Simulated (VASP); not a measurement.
The system is Ti.

```
Ti
1.0
    -1.62999    1.62999    1.62999
     1.62999   -1.62999    1.62999
     1.62999    1.62999   -1.62999
Ti
1
Direct
  0.00000 0.00000 0.00000
```

Base run:

```yaml
Program: VASP 6.6.1
Functional: r2SCAN
Potentials_or_basis: VASP PAW PBE potentials, release 64 (Ti_sv)
Cutoff: 520 eV
k_mesh: 11 × 11 × 11
Occupations: fermi-dirac, width 0.05 eV
Spin: no spin polarisation
```

Its results: band gap on the k mesh zero (band 6 reaches 9.29 eV, above the bottom of band 7 at 7.54 eV); pressure -0.4 GPa.

Question: After a change of settings the same cell gave: band gap on the k mesh zero (band 6 reaches 8.85 eV, above the bottom of band 7 at 7.27 eV); pressure -9.3 GPa. Which change was it?
A. functional from r2SCAN to PBEsol; further incar settings from ALGO = Normal; EDIFF = 1e-06; NBANDS = 12 to ALGO = Normal; EDIFF = 1e-07; NBANDS = 12
B. functional from r2SCAN to BHLYP; k mesh from 11 × 11 × 11 to 6 × 6 × 6
C. functional from r2SCAN to PBE; further incar settings from ALGO = Normal; EDIFF = 1e-06; NBANDS = 12 to ALGO = Normal; EDIFF = 1e-07; NBANDS = 12
D. functional from r2SCAN to LDA; potentials or basis from VASP PAW PBE potentials, release 64 (Ti_sv) to VASP PAW LDA potentials, release 64 (Ti_sv)

Answer: D.

Caveats: the PAW data sets were made with another functional, which shifts forces and pressure a little (some runs).
